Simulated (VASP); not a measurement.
# Ge2Cl (Fm-3m) in VASP: further runs

Runs on Ge2Cl. Level: PBE. Tasks: single point, relaxation of cell and atoms.

All numbers are computed with VASP 6.6.1; they aren't measurements. Logs are shortened: lines on timing, memory, paths and dates and some standing lists are left out, and cuts for length are marked.

**1. The cell of the first run**

It takes space group Fm-3m (No. 225, cubic). The conventional cell has a = 6.217 Å, b = 6.217 Å, c = 6.217 Å, α = 90.00°, β = 90.00°, γ = 90.00°. Ge (site symmetry -43m) has 4 Cl at 2.69 Å and 6 Ge at 3.11 Å within 3.5 Å. Within 3.5 Å of Cl (site symmetry m-3m) lie 8 Ge at 2.69 Å.

**2. Single point, PBE**

The input, INCAR:

```
SYSTEM = Ge2Cl
PREC     = Accurate       ! precision mode
ENCUT    = 520            ! plane-wave cutoff, eV
EDIFF    = 1E-7           ! SCF threshold, eV
ISMEAR   = 0              ! smearing method
SIGMA    = 0.1            ! smearing width, eV
LREAL    = .False.        ! projectors in reciprocal space
LASPH    = .True.         ! aspherical terms in the spheres
NELM     = 80             ! most SCF steps
ALGO     = Normal         ! electronic algorithm
ISIF     = 2              ! what is computed and relaxed
LWAVE    = .False.        ! write WAVECAR
LCHARG   = .False.        ! write CHGCAR
GGA      = PE             ! functional
NBANDS   = 24             ! bands
```

The input, KPOINTS:

```
Automatic mesh
0
Gamma
  6 6 6
  0 0 0
```

The input, POSCAR:

```
Ge2Cl
1.0
    0.0000000000      3.1087400463      3.1087400463
    3.1087400463      0.0000000000      3.1087400463
    3.1087400463      3.1087400463      0.0000000000
Ge Cl
2 1
Direct
    0.2500000000      0.2500000000      0.2500000000
    0.7500000000      0.7500000000      0.7500000000
    0.0000000000      0.0000000000      0.0000000000
```

Potentials or basis: VASP PAW PBE potentials, release 64 (Ge_d, Cl).

The run is started by

```
$ cat potpaw_PBE.64/Ge_d/POTCAR potpaw_PBE.64/Cl/POTCAR > POTCAR
$ mpirun -np 1 vasp_std > vasp.out
```

OUTCAR:

```text
SYSTEM = Ge2Cl
   PREC = Accurate
   ENCUT = 520
   EDIFF = 1E-7
   ISMEAR = 0
   LREAL = .False.
   LASPH = .True.
   NELM = 80
   ISIF = 2
   GGA = PE

 ion  position               nearest neighbor table
   1  0.250  0.250  0.250-   3 2.69   3 2.69   3 2.69   3 2.69
   2  0.750  0.750  0.750-   3 2.69   3 2.69   3 2.69   3 2.69
   3  0.000  0.000  0.000-   2 2.69   2 2.69   2 2.69   1 2.69   2 2.69   1 2.69   1 2.69   1 2.69

  LATTYP: Found a face centered cubic cell.
 ALAT       =     6.2174800926

  Lattice vectors:

 A1 = (   0.0000000000,   3.1087400463,   3.1087400463)
 A2 = (   3.1087400463,   0.0000000000,   3.1087400463)
 A3 = (   3.1087400463,   3.1087400463,   0.0000000000)

Analysis of symmetry for initial positions (statically):
=====================================================================
 Subroutine PRICEL returns:
 Original cell was already a primitive cell.

 Routine SETGRP: Setting up the symmetry group for a
 face centered cubic supercell.

 Subroutine GETGRP returns: Found 48 space group operations
 (whereof 48 operations were pure point group operations)
 out of a pool of 48 trial point group operations.

The static configuration has the point symmetry O_h .

Analysis of symmetry for dynamics (positions and initial velocities):
=====================================================================
 Subroutine PRICEL returns:
 Original cell was already a primitive cell.

 Routine SETGRP: Setting up the symmetry group for a
 face centered cubic supercell.

 Subroutine GETGRP returns: Found 48 space group operations
 (whereof 48 operations were pure point group operations)
 out of a pool of 48 trial point group operations.

The dynamic configuration has the point symmetry O_h .

 Subroutine INISYM returns: Found 48 space group operations
 (whereof 48 operations are pure point group operations),
 and found     1 'primitive' translations

----------------------------------------------------------------------------------------

                                     Primitive cell

  volume of cell :      60.0874

  direct lattice vectors                    reciprocal lattice vectors
     0.000000000  3.108740046  3.108740046    -0.160836864  0.160836864  0.160836864
     3.108740046  0.000000000  3.108740046     0.160836864 -0.160836864  0.160836864
     3.108740046  3.108740046  0.000000000     0.160836864  0.160836864 -0.160836864

  length of vectors
     4.396422335  4.396422335  4.396422335     0.278577620  0.278577620  0.278577620

  position of ions in fractional coordinates (direct lattice)
     0.250000000  0.250000000  0.250000000
     0.750000000  0.750000000  0.750000000
     0.000000000  0.000000000  0.000000000

  ion indices of the primitive-cell ions
   primitive index   ion index
                 1           1
                 2           2
                 3           3

----------------------------------------------------------------------------------------

 KPOINTS: Automatic mesh

Automatic generation of k-mesh.
 Grid dimensions read from file:
 generate k-points for:    6    6    6

 Generating k-lattice:

  Cartesian coordinates                     Fractional coordinates (reciprocal lattice)
    -0.026806144  0.026806144  0.026806144     0.166666667  0.000000000  0.000000000
     0.026806144 -0.026806144  0.026806144     0.000000000  0.166666667  0.000000000
     0.026806144  0.026806144 -0.026806144     0.000000000  0.000000000  0.166666667

  Length of vectors
     0.046429603  0.046429603  0.046429603

  Shift w.r.t. Gamma in fractional coordinates (k-lattice)
     0.000000000  0.000000000  0.000000000

 Subroutine IBZKPT returns following result:
 ===========================================

 Found     16 irreducible k-points:

 Following reciprocal coordinates:
            Coordinates               Weight
  0.000000  0.000000  0.000000      1.000000
  0.166667  0.000000  0.000000      8.000000
  0.333333  0.000000  0.000000      8.000000
  0.500000  0.000000  0.000000      4.000000
[... 52 lines left out ...]
      6     -18.9091      2.00000
[... 16 lines left out ...]
     23      13.7357      0.00000
     24      14.5520      0.00000

 k-point     4 :       0.5000    0.0000    0.0000
  band No.  band energies     occupation
      1     -18.9288      2.00000
      2     -18.9222      2.00000
      3     -18.9222      2.00000
      4     -18.9195      2.00000
      5     -18.9195      2.00000
      6     -18.9176      2.00000
[... 16 lines left out ...]
     23      13.5334      0.00000
     24      13.5334      0.00000

 k-point     5 :       0.1667    0.1667    0.0000
  band No.  band energies     occupation
      1     -18.9673      2.00000
      2     -18.9531      2.00000
      3     -18.9450      2.00000
      4     -18.9355      2.00000
      5     -18.9355      2.00000
      6     -18.9033      2.00000
[... 16 lines left out ...]
     23      12.1427      0.00000
     24      13.5687      0.00000

 k-point     6 :       0.3333    0.1667    0.0000
  band No.  band energies     occupation
      1     -18.9603      2.00000
      2     -18.9445      2.00000
      3     -18.9352      2.00000
      4     -18.9281      2.00000
      5     -18.9275      2.00000
      6     -18.9101      2.00000
[... 16 lines left out ...]
     23      13.3453      0.00000
     24      13.7721      0.00000
[... 163 lines left out ...]
 k-point    13 :       0.5000    0.5000    0.0000
  band No.  band energies     occupation
      1     -18.9647      2.00000
      2     -18.9540      2.00000
      3     -18.9350      2.00000
      4     -18.9186      2.00000
      5     -18.9186      2.00000
      6     -18.9153      2.00000
[... 16 lines left out ...]
     23      12.5408      0.00000
     24      15.0796      0.00000

 k-point    14 :       0.5000    0.3333    0.1667
  band No.  band energies     occupation
      1     -18.9553      2.00000
      2     -18.9439      2.00000
      3     -18.9244      2.00000
      4     -18.9237      2.00000
      5     -18.9196      2.00000
      6     -18.9173      2.00000
[... 16 lines left out ...]
     23      12.8163      0.00000
     24      14.4231      0.00000

 k-point    15 :      -0.3333    0.3333    0.1667
  band No.  band energies     occupation
      1     -18.9424      2.00000
      2     -18.9423      2.00000
      3     -18.9400      2.00000
      4     -18.9285      2.00000
      5     -18.9177      2.00000
      6     -18.9175      2.00000
[... 16 lines left out ...]
     23      13.5937      0.00000
     24      14.4631      0.00000

 k-point    16 :      -0.3333    0.5000    0.1667
  band No.  band energies     occupation
      1     -18.9542      2.00000
      2     -18.9467      2.00000
      3     -18.9395      2.00000
      4     -18.9260      2.00000
      5     -18.9178      2.00000
      6     -18.9162      2.00000
[... 16 lines left out ...]
     23      13.1365      0.00000
     24      14.7328      0.00000

------------------------ aborting loop because EDIFF is reached ----------------------------------------

  FORCE on cell =-STRESS in cart. coord.  units (eV):
  Direction    XX          YY          ZZ          XY          YZ          ZX
  --------------------------------------------------------------------------------------
  -------------------------------------------------------------------------------------
  Total        3.8675412      3.8675412      3.8675412     -0.0000000     -0.0000000      0.0000000
  in kB      103.1246091    103.1246091    103.1246091     -0.0000000     -0.0000000      0.0000000
  external PRESSURE =     103.1246091 kB  Pullay stress =       0.0000000 kB

 VOLUME and BASIS-vectors are now :
 -----------------------------------------------------------------------------
  energy-cutoff  :      520.00
  volume of cell :       60.09
      direct lattice vectors                 reciprocal lattice vectors
     0.000000000  3.108740046  3.108740046    -0.160836864  0.160836864  0.160836864
     3.108740046  0.000000000  3.108740046     0.160836864 -0.160836864  0.160836864
     3.108740046  3.108740046  0.000000000     0.160836864  0.160836864 -0.160836864

 POSITION                                       TOTAL-FORCE (eV/Angst)
 -----------------------------------------------------------------------------------
      1.55437      1.55437      1.55437        -0.000000     -0.000000      0.000000
      4.66311      4.66311      4.66311         0.000000      0.000000     -0.000000
      0.00000      0.00000      0.00000         0.000000     -0.000000      0.000000
 -----------------------------------------------------------------------------------
    total drift:                                0.000000      0.000000      0.000000

  FREE ENERGIE OF THE ION-ELECTRON SYSTEM (eV)
  ---------------------------------------------------
  free  energy   TOTEN  =        -8.4594704180 eV

  energy  without entropy=       -8.4453470817  energy(sigma->0) =       -8.45240875
```

It took 14 s on 1 thread of Intel Xeon 6975P-C (Granite Rapids), shared host; peak memory 0.2 GiB.

Results:

```yaml
Free_energy: -8.4595 eV
Pressure: 10.3 GPa
Band_gap_on_the_k_mesh: zero (an odd number of electrons rules out a gap without spin polarisation)
```

Caveat: the cell stands under pressure; an odd number of electrons without spin polarisation forces a metal; a magnetic or distorted state may lie lower.

**3. Single point, PBE**

This run uses another cell than the first one, of 24.15 Å³/atom.

INCAR: that of step 2 with these lines changed.

```diff
@@ -3,3 +3,3 @@
 ENCUT    = 520            ! plane-wave cutoff, eV
-EDIFF    = 1E-7           ! SCF threshold, eV
+EDIFF    = 1E-6           ! SCF threshold, eV
 ISMEAR   = 0              ! smearing method
@@ -8,3 +8,3 @@
 LASPH    = .True.         ! aspherical terms in the spheres
-NELM     = 80             ! most SCF steps
+NELM     = 100            ! most SCF steps
 ALGO     = Normal         ! electronic algorithm
```

KPOINTS is that of step 2.

The input, POSCAR:

```
Ge2Cl
1.0
    0.0000000000      3.3086812674      3.3086812674
    3.3086812674      0.0000000000      3.3086812674
    3.3086812674      3.3086812674      0.0000000000
Ge Cl
2 1
Direct
    0.2500000000      0.2500000000      0.2500000000
    0.7500000000      0.7500000000      0.7500000000
    0.0000000000      0.0000000000      0.0000000000
```

Potentials or basis: VASP PAW PBE potentials, release 64 (Ge_d, Cl).

The run is started by

```
$ cat potpaw_PBE.64/Ge_d/POTCAR potpaw_PBE.64/Cl/POTCAR > POTCAR
$ mpirun -np 1 vasp_std > vasp.out
```

Wall time 16 s (1 thread of Intel Xeon 6975P-C (Granite Rapids), shared host); peak memory 0.2 GiB.

It converged, with:

| Property | Result |
| --- | --- |
| Free energy | -8.8063 eV |
| Pressure | 0.1 GPa |
| Band gap on the k mesh | zero (an odd number of electrons rules out a gap without spin polarisation) |

Levels at points of the mesh, in eV from the Fermi level:
| k point | band 15 | band 16 | band 17 | band 18 | band 19 | band 20 |
| --- | --- | --- | --- | --- | --- | --- |
| (0.00, 0.00, 0.00) | -5.03 | -5.03 | -1.09 | -1.09 | -1.09 | 3.42 |
| (0.50, 0.00, 0.00) | -5.40 | -2.83 | -0.26 | -0.26 | 1.11 | 1.79 |
| (0.50, 0.50, 0.00) | -6.01 | -2.52 | -2.39 | 1.09 | 1.09 | 3.56 |

Caveat: an odd number of electrons without spin polarisation forces a metal; a magnetic or distorted state may lie lower.

**4. Relaxation of cell and atoms, PBE**

The input, INCAR:

```
ALGO = Normal ; EDIFF = 1E-6
EDIFFG = -0.04 ; ENCUT = 600
GGA = PE ; IBRION = 2
ISIF = 3 ; ISMEAR = 0
LASPH = True ; LCHARG = False
LREAL = False ; LWAVE = False
NELM = 100 ; NSW = 90
PREC = Accurate ; SIGMA = 0.1
```

The input, KPOINTS:

```
k-points
0
Gamma
  6 6 6
```

The input, POSCAR:

```
Ge2Cl
1.0
    0.0000000000      3.1087400463      3.1087400463
    3.1087400463      0.0000000000      3.1087400463
    3.1087400463      3.1087400463      0.0000000000
Ge Cl
2 1
Direct
    0.2500000000      0.2500000000      0.2500000000
    0.7500000000      0.7500000000      0.7500000000
    0.0000000000      0.0000000000      0.0000000000
```

The run is started by

```
$ cat potpaw_PBE.64/Ge_d/POTCAR potpaw_PBE.64/Cl/POTCAR > POTCAR
$ mpirun -np 1 vasp_std > vasp.out
```

It took 26 s on 1 thread of Intel Xeon 6975P-C (Granite Rapids), shared host; peak memory 0.21 GiB.

The run converged. Its results:

| Item | Value |
| --- | --- |
| Free energy | -8.8047 eV |
| Relaxed volume | 24.03 Å³/atom |
| Relaxed cell | a = 4.671 Å, b = 4.671 Å, c = 4.671 Å, α = 60.00°, β = 60.00°, γ = 60.00° |
| Space group after relaxing (to 0.1 Å) | Fm-3m (No. 225) |
| Energy gained by relaxing | 114.9 meV/atom |
| Ionic steps | 2 |
| Pressure after relaxing | 0.3 GPa |
| Band gap on the k mesh | zero (an odd number of electrons rules out a gap without spin polarisation) |

The path:
```
step  energy change (eV)  largest force (eV/Å)  pressure (GPa)  volume (Å³)
   1              0.0000                0.0000           10.37        60.09
   2             -0.3447                0.0000            0.26        72.08
```

Final structure:
```xyz
3
Lattice="0.0000 3.3031 3.3031 3.3031 0.0000 3.3031 3.3031 3.3031 0.0000" Properties=species:S:1:pos:R:3 pbc="T T T"
Ge    1.6516    1.6516    1.6516
Ge    4.9547    4.9547    4.9547
Cl    3.3031    6.6063    3.3031
```

Levels at points of the mesh, in eV from the Fermi level:
| k point | band 13 | band 14 | band 15 | band 16 | band 17 | band 18 | band 19 | band 20 | band 21 |
| --- | --- | --- | --- | --- | --- | --- | --- | --- | --- |
| (0.00, 0.00, 0.00) | -5.42 | -5.05 | -5.05 | -5.05 | -1.11 | -1.11 | -1.11 | 3.43 | 3.43 |
| (0.50, 0.00, 0.00) | -7.69 | -5.43 | -5.43 | -2.82 | -0.27 | -0.27 | 1.12 | 1.80 | 2.38 |
| (0.50, 0.50, 0.00) | -7.14 | -6.03 | -6.03 | -2.54 | -2.38 | 1.10 | 1.10 | 3.57 | 3.57 |

Caveat: the volume moved by over 15 % at a fixed basis, so the end points are rough; an odd number of electrons without spin polarisation forces a metal; a magnetic or distorted state may lie lower.

**5. Single point, PBE**

This run uses another cell than the first one, of 24.15 Å³/atom.

The input, INCAR:

```
PREC = Accurate
ENCUT = 520
EDIFF = 1E-6
ISMEAR = 0
SIGMA = 0.1
LREAL = False
LASPH = True
NELM = 60
ALGO = Normal
ISIF = 2
LWAVE = False
LCHARG = False
GGA = PE
NBANDS = 24
```

The input, KPOINTS:

```
regular mesh
0
Gamma
  12 12 12
```

The input, POSCAR:

```
Ge2Cl
1.0
    0.0000000000      3.3086812674      3.3086812674
    3.3086812674      0.0000000000      3.3086812674
    3.3086812674      3.3086812674      0.0000000000
Ge Cl
2 1
Direct
    0.2500000000      0.2500000000      0.2500000000
    0.7500000000      0.7500000000      0.7500000000
    0.0000000000      0.0000000000      0.0000000000
```

The run is started by

```
$ cat potpaw_PBE.64/Ge_d/POTCAR potpaw_PBE.64/Cl/POTCAR > POTCAR
$ mpirun -np 1 vasp_std > vasp.out
```

Run time: 68 s. Hardware: 1 thread of Intel Xeon 6975P-C (Granite Rapids), shared host; peak memory 0.26 GiB.

It converged, with:

```
Free energy            : -8.7905 eV
Pressure               : 0.1 GPa
Band gap on the k mesh : zero (an odd number of electrons rules out a gap without spin polarisation)
```

Levels at points of the mesh, in eV from the Fermi level:
```csv
k point,band 15,band 16,band 17,band 18,band 19,band 20
"(0.00, 0.00, 0.00)",-5.01,-5.01,-1.07,-1.07,-1.07,3.45
"(0.50, 0.00, 0.00)",-5.38,-2.81,-0.23,-0.23,1.14,1.81
"(0.50, 0.50, 0.00)",-5.98,-2.49,-2.37,1.12,1.12,3.58
```

Caveat: an odd number of electrons without spin polarisation forces a metal; a magnetic or distorted state may lie lower.

**6. Relaxation of cell and atoms, PBE**

This run uses another cell than the first one, of 24.15 Å³/atom.

The input, INCAR:

```
SYSTEM = Ge2Cl
PREC = Accurate
ENCUT = 600
EDIFF = 1E-7
ISMEAR = 0
SIGMA = 0.1
LREAL = .False.
LASPH = .True.
NELM = 80
ALGO = Normal
ISIF = 3
LWAVE = .False.
LCHARG = .False.
GGA = PE
IBRION = 2
NSW = 100
EDIFFG = -0.01
```

The input, KPOINTS:

```
regular mesh
0
Gamma
  12 12 12
  0 0 0
```

POSCAR is that of step 5.

Potentials or basis: VASP PAW PBE potentials, release 64 (Ge_d, Cl).

The run is started by

```
$ cat potpaw_PBE.64/Ge_d/POTCAR potpaw_PBE.64/Cl/POTCAR > POTCAR
$ mpirun -np 1 vasp_std > vasp.out
```

It took 2.5 min on 1 thread of Intel Xeon 6975P-C (Granite Rapids), shared host; peak memory 0.3 GiB.

It converged, with:

```
Free energy             : -8.7909 eV
Pressure after relaxing : 0.1 GPa
Band gap on the k mesh  : zero (an odd number of electrons rules out a gap without spin polarisation)
```

Final structure:
```
Ge Cl
1.0
     0.00000    3.30868    3.30868
     3.30868    0.00000    3.30868
     3.30868    3.30868    0.00000
Ge Cl
2 1
Cartesian
  1.6543 1.6543 1.6543
  4.9630 4.9630 4.9630
  0.0000 0.0000 0.0000
```

Levels at points of the mesh, in eV from the Fermi level:
```csv
k point,band 15,band 16,band 17,band 18,band 19,band 20
"(0.00, 0.00, 0.00)",-5.01,-5.01,-1.07,-1.07,-1.07,3.45
"(0.50, 0.00, 0.00)",-5.38,-2.81,-0.23,-0.23,1.14,1.81
"(0.50, 0.50, 0.00)",-5.98,-2.49,-2.37,1.12,1.12,3.58
```

Caveat: the relaxation stopped at its first step, so nothing moved; an odd number of electrons without spin polarisation forces a metal; a magnetic or distorted state may lie lower.

**7. Summary**

| task | cell | k mesh | cutoff (eV) | gap on the mesh (eV) | pressure (GPa) |
| --- | --- | --- | --- | --- | --- |
| single point | a = 4.396 Å, angles 60.0°, 3 atoms | 6 × 6 × 6 | 520 | none | 10.3 |
| single point | a = 4.679 Å, angles 60.0°, 3 atoms | 6 × 6 × 6 | 520 | none | 0.1 |
| relaxation of cell and atoms | relaxed from a = 4.396 Å, angles 60.0°, 3 atoms | 6 × 6 × 6 | 600 | none | 0.3 |
| single point | a = 4.679 Å, angles 60.0°, 3 atoms | 12 × 12 × 12 | 520 | none | 0.1 |
| relaxation of cell and atoms | relaxed from a = 4.679 Å, angles 60.0°, 3 atoms | 12 × 12 × 12 | 600 | none | 0.1 |

Alike in all rows: level PBE; potentials or basis VASP PAW PBE potentials, release 64 (Ge_d, Cl); no spin polarisation; smearing gaussian 0.1 eV.

Caveats: an odd number of electrons without spin polarisation forces a metal; a magnetic or distorted state may lie lower; the cell stands under pressure (at least some runs); the volume moved by over 15 % at a fixed basis, so the end points are rough (at least some runs); the relaxation stopped at its first step, so nothing moved (at least some runs).

Total energies depend on the potentials used, so only differences within one code and one set of settings carry meaning.
